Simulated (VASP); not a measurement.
# H5C3 (P-1) in VASP: single point with PBE+D3(BJ)

Aim: the single point of H5C3 with PBE+D3(BJ).

Everything below comes from runs of VASP 6.6.1. Logs are shortened: lines on timing, memory, paths and dates and some standing lists are left out, and cuts for length are marked.

## Step 1: The cell of the first run

The typed cell holds 32 atoms: a = 6.353 Å, b = 6.412 Å, c = 7.493 Å, α = 79.40°, β = 70.73°, γ = 61.53°.

## Step 2: Single point, PBE+D3(BJ)

INCAR reads:

```
SYSTEM = H5C3
PREC = Accurate
ENCUT = 520
EDIFF = 1E-6
ISMEAR = 0
SIGMA = 0.1
LREAL = Auto
LASPH = .TRUE.
NELM = 100
ALGO = Normal
ISIF = 2
LWAVE = .FALSE.
LCHARG = .FALSE.
GGA = PE
IVDW = 12
NBANDS = 56
```

KPOINTS reads:

```
Automatic mesh
0
G
  4 4 4
  0 0 0
```

POSCAR reads:

```
H5C3
1.0
    6.3528930594      0.0059608464      0.0066331959
    3.0510419705      5.6391584153     -0.0081135349
    2.4653876782      0.2436138649      7.0718098498
H C
20 12
Direct
    0.1080581498      0.7694403040      0.2187084662
    0.8919418502      0.2305596960      0.7812915338
    0.8222569803      0.6205391435      0.2236549581
    0.1777430197      0.3794608565      0.7763450419
    0.0743311489      0.1776695038      0.1319448293
    0.9256688511      0.8223304962      0.8680551707
    0.9114985893      0.2164145335      0.3725568149
    0.0885014107      0.7835854665      0.6274431851
    0.3752640842      0.8959776821      0.2963314818
    0.6247359158      0.1040223179      0.7036685182
    0.2761311092      0.1021200716      0.4690089611
    0.7238688908      0.8978799284      0.5309910389
    0.5452245447      0.1495058303      0.0525864857
    0.4547754553      0.8504941697      0.9474135143
    0.6899108504      0.0451773832      0.2369018213
    0.3100891496      0.9548226168      0.7630981787
    0.5580645273      0.4849523015      0.1470603474
    0.4419354727      0.5150476985      0.8529396526
    0.4397026633      0.4289167407      0.3883812824
    0.5602973367      0.5710832593      0.6116187176
    0.1672764911      0.5782439444      0.2337809806
    0.8327235089      0.4217560556      0.7662190194
    0.0071343195      0.4959743820      0.2391457121
    0.9928656805      0.5040256180      0.7608542879
    0.0667504726      0.2378454142      0.2638640399
    0.9332495274      0.7621545858      0.7361359601
    0.3108878041      0.0843758501      0.3175040907
    0.6891121959      0.9156241499      0.6824959093
    0.5116792366      0.1628625472      0.2048776707
    0.4883207634      0.8371374528      0.7951223293
    0.4286653336      0.4198228065      0.2460346418
    0.5713346664      0.5801771935      0.7539653582
```

Potentials or basis: VASP PAW PBE potentials, release 64 (H, C).

On the command line:

```sh
$ cat potpaw_PBE.64/H/POTCAR potpaw_PBE.64/C/POTCAR > POTCAR
$ mpirun -np 1 vasp_std > vasp.out
```

OUTCAR:

```text
SYSTEM = H5C3
   PREC = Accurate
   ENCUT = 520
   EDIFF = 1E-6
   ISMEAR = 0
   LREAL = Auto
   LASPH = .TRUE.
   NELM = 100
   ISIF = 2
   GGA = PE
   IVDW = 12
 IVDW          = 12

 ion  position               nearest neighbor table
   1  0.108  0.769  0.219-  21 1.09
   2  0.892  0.231  0.781-  22 1.09
   3  0.822  0.621  0.224-  23 1.09
   4  0.178  0.379  0.776-  24 1.09
   5  0.074  0.178  0.132-  25 1.10
   6  0.926  0.822  0.868-  26 1.10
[... 12 lines left out ...]
  19  0.440  0.429  0.388-  31 1.11
  20  0.560  0.571  0.612-  32 1.11
  21  0.167  0.578  0.234-   1 1.09  23 1.34  31 1.50
  22  0.833  0.422  0.766-   2 1.09  24 1.34  32 1.50
  23  0.007  0.496  0.239-   3 1.09  21 1.34  25 1.50
  24  0.993  0.504  0.761-   4 1.09  22 1.34  26 1.50
  25  0.067  0.238  0.264-   7 1.10   5 1.10  23 1.50  27 1.53
  26  0.933  0.762  0.736-   8 1.10   6 1.10  24 1.50  28 1.53
  27  0.311  0.084  0.318-   9 1.10  11 1.10  29 1.53  25 1.53
  28  0.689  0.916  0.682-  10 1.10  12 1.10  30 1.53  26 1.53
  29  0.512  0.163  0.205-  15 1.10  13 1.10  27 1.53  31 1.53
  30  0.488  0.837  0.795-  16 1.10  14 1.10  28 1.53  32 1.53
  31  0.429  0.420  0.246-  17 1.10  19 1.11  21 1.50  29 1.53
  32  0.571  0.580  0.754-  18 1.10  20 1.11  22 1.50  30 1.53

  Warning from LATTYP: Got some problem with cell dimensions!
  Tried to take original basis but could not verify dimensions!
  LATTYP: Found a triclinic cell.
 ALAT       =     6.4116324417
 B/A-ratio  =     1.7585488810
 C/A-ratio  =     1.1686876251
 COS(alpha) =     0.0232709882
 COS(beta)  =     0.1839661946
 COS(gamma) =     0.8687178277

  Lattice vectors:

 A1 = (   3.0510419705,   5.6391584153,  -0.0081135349)
 A2 = (  -0.2508091184,  11.2723559842,  -0.0228602657)
 A3 = (   2.4653876782,   0.2436138649,   7.0718098498)

Analysis of symmetry for initial positions (statically):
=====================================================================
 Subroutine PRICEL returns:
 Original cell was already a primitive cell.

 Routine SETGRP: Setting up the symmetry group for a
 triclinic supercell.

 Subroutine GETGRP returns: Found  2 space group operations
 (whereof  2 operations were pure point group operations)
 out of a pool of  2 trial point group operations.

The static configuration has the point symmetry S_2 .

Analysis of symmetry for dynamics (positions and initial velocities):
=====================================================================
 Subroutine PRICEL returns:
 Original cell was already a primitive cell.

 Routine SETGRP: Setting up the symmetry group for a
 triclinic supercell.

 Subroutine GETGRP returns: Found  2 space group operations
 (whereof  2 operations were pure point group operations)
 out of a pool of  2 trial point group operations.

The dynamic configuration has the point symmetry S_2 .

 Subroutine INISYM returns: Found  2 space group operations
 (whereof  2 operations are pure point group operations),
 and found     1 'primitive' translations

----------------------------------------------------------------------------------------

                                     Primitive cell

  volume of cell :     253.1439

  direct lattice vectors                    reciprocal lattice vectors
     6.352893059  0.005960846  0.006633196     0.157542925 -0.085312704 -0.051984009
     3.051041971  5.639158415 -0.008113535    -0.000160138  0.177409355 -0.006055674
     2.465387678  0.243613865  7.071809850    -0.000147955  0.000283564  0.141448329

  length of vectors
     6.352899319  6.411632442  7.493195491     0.186548567  0.177512749  0.141448691

  position of ions in fractional coordinates (direct lattice)
     0.108058150  0.769440304  0.218708466
     0.891941850  0.230559696  0.781291534
     0.822256980  0.620539143  0.223654958
     0.177743020  0.379460857  0.776345042
     0.074331149  0.177669504  0.131944829
     0.925668851  0.822330496  0.868055171
[... 24 lines left out ...]
     0.428665334  0.419822807  0.246034642
     0.571334666  0.580177193  0.753965358

  ion indices of the primitive-cell ions
   primitive index   ion index
                 1           1
                 2           2
                 3           3
                 4           4
                 5           5
                 6           6
[... 24 lines left out ...]
                31          31
                32          32

----------------------------------------------------------------------------------------

 KPOINTS: Automatic mesh

Automatic generation of k-mesh.
 Grid dimensions read from file:
 generate k-points for:    4    4    4

 Generating k-lattice:

  Cartesian coordinates                     Fractional coordinates (reciprocal lattice)
     0.039385731 -0.021328176 -0.012996002     0.250000000 -0.000000000 -0.000000000
    -0.000040035  0.044352339 -0.001513919     0.000000000  0.250000000  0.000000000
    -0.000036989  0.000070891  0.035362082     0.000000000  0.000000000  0.250000000

  Length of vectors
     0.046637142  0.044378187  0.035362173

  Shift w.r.t. Gamma in fractional coordinates (k-lattice)
     0.000000000  0.000000000  0.000000000

 Subroutine IBZKPT returns following result:
 ===========================================

 Found     36 irreducible k-points:

 Following reciprocal coordinates:
            Coordinates               Weight
  0.000000  0.000000  0.000000      1.000000
  0.250000  0.000000  0.000000      2.000000
  0.500000  0.000000  0.000000      1.000000
  0.000000  0.250000  0.000000      2.000000
  0.250000  0.250000  0.000000      2.000000
  0.500000  0.250000  0.000000      2.000000
[... 16 lines left out ...]
  0.000000 -0.250000  0.250000      2.000000
  0.250000 -0.250000  0.250000      2.000000
 [... further k-points ...]
   k-points           NKPTS =     36   k-points in BZ     NKDIM =     36   number of bands    NBANDS=     56
   number of dos      NEDOS =    301   number of ions     NIONS =     32
   total plane-waves  NPLWV = 129024
   dimension x,y,z NGX =    48 NGY =   48 NGZ =   56
   dimension x,y,z NGXF=    96 NGYF=   96 NGZF=  112
   ions per type =              20  12
   NGX,Y,Z   is equivalent  to a cutoff of  12.56, 12.45, 12.42 a.u.
   NGXF,Y,Z  is equivalent  to a cutoff of  25.12, 24.89, 24.85 a.u.
 SYSTEM =  H5C3
   PREC   = accura    normal or accurate (medium, high low for compatibility)
   ISTART =      0    job   : 0-new  1-cont  2-samecut
   ICHARG =      2    charge: 1-file 2-atom 10-const
   ISPIN  =      1    spin polarized calculation?
   LNONCOLLINEAR =      F non collinear calculations
   LSORBIT =      F    spin-orbit coupling
   LASPH  =      T    aspherical Exc in radial PAW
   ENCUT  =  520.0 eV  38.22 Ry    6.18 a.u.  11.81 11.92 13.93*2*pi/ulx,y,z
   NELM   =    100;   NELMIN=  2; NELMDL= -5     # of ELM steps
   EDIFF  = 0.1E-05   stopping-criterion for ELM
   LREAL  =      T    real-space projection
   EDIFFG = 0.1E-04   stopping-criterion for IOM
   NSW    =      0    number of steps for IOM
   IBRION =     -1    ionic relax: 0-MD 1-quasi-New 2-CG
   NFREE  =      0    steps in history (QN), initial steepest desc. (CG)
   ISIF   =      2    stress and relaxation
   ISYM   =      2    0-nonsym 1-usesym 2-fastsym
   POTIM  = 0.5000    time-step for ionic-motion
   TEBEG  =    0.0;   TEEND  =   0.0 temperature during run
   PSTRESS=    0.0 pullay stress
   NELECT =      68.0000    total number of electrons
   NUPDOWN=      -1.0000    fix difference up-down
   EMIN   =  10.00;   EMAX   =-10.00  energy-range for DOS
   EFERMI =   0.00;   METHOD = LEGACY
   ISMEAR =     0;   SIGMA  =   0.10  broadening in eV -4-tet -1-fermi 0-gaus
   EFERMI_NEDOS =   21; number of points for ismear=-14 and -15
   IALGO  =     38    algorithm
   IMIX   =      4    mixing-type and parameters
     AMIX     =   0.40;   BMIX     =  1.00
     AMIX_MAG =   1.60;   BMIX_MAG =  1.00
  volume/ion in A,a.u.               =       7.91        53.38
  Fermi-wavevector in a.u.,A,eV,Ry     =   1.056303  1.996124 15.181063  1.115777
  Thomas-Fermi vector in A             =   2.191534
   LORBIT       =      0    0 simple, 1 ext, 2 COOP (PROOUT), +10 PAW based schemes
   GGA     = PE    functional components
   LHFCALC =     F    Hartree Fock is set to
   AEXX    =    0.0000 exact exchange contribution
   IVDW    =    12    specifies the selected vdW correction
   LEPSILON=     F    determine dielectric tensor
   LRPA    =     F    only Hartree local field effects (RPA)
 non-spin polarized calculation
 Gauss-broadening in eV      SIGMA  =   0.10
  energy-cutoff  :      520.00
  volume of cell :      253.14
 maximum number of plane-waves:      6838
   NGX = 23   NGY = 23   NGZ = 27

 number of electron      67.9999997 magnetization

 Free energy of the ion-electron system (eV)
  ---------------------------------------------------
  ext. energy  EPLUGINS =         0.00000000
  ---------------------------------------------------
  free energy    TOTEN  =      -181.55816033 eV

  energy without entropy =     -181.55816033  energy(sigma->0) =     -181.55816033

 E-fermi :  -0.3983     XC(G=0):  -8.0784

 val. band max:       -0.9118988152   @ k =  -0.2500  -0.0000   0.2500
 cond. band min:       3.6643024140   @ k =   0.0000   0.0000   0.0000
 fundamental gap:      4.5762012292
 Fermi energy:        -0.3983329346

 k-point     1 :       0.0000    0.0000    0.0000
  band No.  band energies     occupation
      1     -16.1823      2.00000
      2     -15.9654      2.00000
      3     -13.6176      2.00000
      4     -13.5776      2.00000
      5     -13.5637      2.00000
      6     -13.5098      2.00000
[... 38 lines left out ...]
     45       7.0461      0.00000
     46       7.6020      0.00000

 k-point     2 :       0.2500    0.0000    0.0000
  band No.  band energies     occupation
      1     -16.1237      2.00000
      2     -15.9658      2.00000
      3     -13.6973      2.00000
      4     -13.6542      2.00000
      5     -13.6165      2.00000
      6     -13.5263      2.00000
[... 1070 lines left out ...]
 k-point    24 :       0.2500   -0.2500    0.2500
  band No.  band energies     occupation
      1     -16.0665      2.00000
      2     -15.9655      2.00000
      3     -13.7516      2.00000
      4     -13.6905      2.00000
      5     -13.6672      2.00000
      6     -13.5917      2.00000
[... 38 lines left out ...]
     45       7.5572      0.00000
     46       7.7671      0.00000

 [... further k-points ...]

 [bands above 46 left out]

------------------------ aborting loop because EDIFF is reached ----------------------------------------

 Edisp (eV)   -2.00142

 E8    (eV) :    -0.4721

  FORCE on cell =-STRESS in cart. coord.  units (eV):
  Direction    XX          YY          ZZ          XY          YZ          ZX
  --------------------------------------------------------------------------------------
  -------------------------------------------------------------------------------------
  Total       0.11570    -0.02079    -0.03473     0.05197    -0.07600     0.03465
  in kB       0.73225    -0.13161    -0.21979     0.32891    -0.48100     0.21929
  external pressure =        0.13 kB  Pullay stress =        0.00 kB

 VOLUME and BASIS-vectors are now :
 -----------------------------------------------------------------------------
  energy-cutoff  :      520.00
  volume of cell :      253.14
      direct lattice vectors                 reciprocal lattice vectors
     6.352893059  0.005960846  0.006633196     0.157542925 -0.085312704 -0.051984009
     3.051041971  5.639158415 -0.008113535    -0.000160138  0.177409355 -0.006055674
     2.465387678  0.243613865  7.071809850    -0.000147955  0.000283564  0.141448329

 POSITION                                       TOTAL-FORCE (eV/Angst)
 -----------------------------------------------------------------------------------
      3.57328      4.39292      1.54114         0.007919      0.008498     -0.008638
      8.29605      1.49581      5.52919        -0.007919     -0.008498      0.008638
      7.66840      3.55871      1.58206        -0.024099      0.019550      0.015290
      4.20092      2.33003      5.48826         0.024099     -0.019550     -0.015290
      1.33959      1.03449      0.93214        -0.015823     -0.010078     -0.026592
     10.52973      4.85424      6.13819         0.015823      0.010078      0.026592
[... 24 lines left out ...]
      4.61073      2.42994      1.73935        -0.003375      0.002408      0.021620
      7.25859      3.45879      5.33098         0.003375     -0.002408     -0.021620
 -----------------------------------------------------------------------------------
    total drift:                                0.000000      0.000000      0.000000

  FREE ENERGIE OF THE ION-ELECTRON SYSTEM (eV)
  ---------------------------------------------------
  free  energy   TOTEN  =      -183.5595758337 eV

  energy  without entropy=     -183.5595758337  energy(sigma->0) =     -183.55957583
```

Wall time 12 min (1 thread of Intel Xeon Platinum 8259CL at 2.50GHz (Skylake/Cascade Lake), shared host); peak memory 0.51 GiB.

What came out:

* Free energy: -183.5596 eV
* Pressure: 0.0 GPa
* Largest force: 0.053 eV/Å
* Band gap on the k mesh: 4.58 eV (least direct gap 4.65 eV)
* Dispersion energy per atom: -0.063 eV

Forces on the atoms (eV/Å):
```
H    0.008  0.008 -0.009
H   -0.008 -0.008  0.009
H   -0.024  0.020  0.015
H    0.024 -0.020 -0.015
H   -0.016 -0.010 -0.027
H    0.016  0.010  0.027
H   -0.030 -0.007  0.027
H    0.030  0.007 -0.027
H   -0.013 -0.031  0.000
H    0.013  0.031  0.000
H    0.007  0.001  0.030
H   -0.007 -0.001 -0.030
H   -0.006 -0.004 -0.035
H    0.006  0.004  0.035
H    0.010 -0.005  0.005
H   -0.010  0.005 -0.005
H    0.019  0.013 -0.024
H   -0.019 -0.013  0.024
H    0.011 -0.005  0.021
H   -0.011  0.005 -0.021
C    0.026  0.028 -0.001
C   -0.026 -0.028  0.001
C   -0.023 -0.024 -0.041
C    0.023  0.024  0.041
C    0.019  0.008  0.007
C   -0.019 -0.008 -0.007
C    0.010  0.005 -0.014
C   -0.010 -0.005  0.014
C    0.008  0.001  0.019
C   -0.008 -0.001 -0.019
C   -0.003  0.002  0.022
C    0.003 -0.002 -0.022
```

Stress tensor (GPa, compression positive):
```
 0.07  0.03  0.02
 0.03 -0.01 -0.05
 0.02 -0.05 -0.02
```
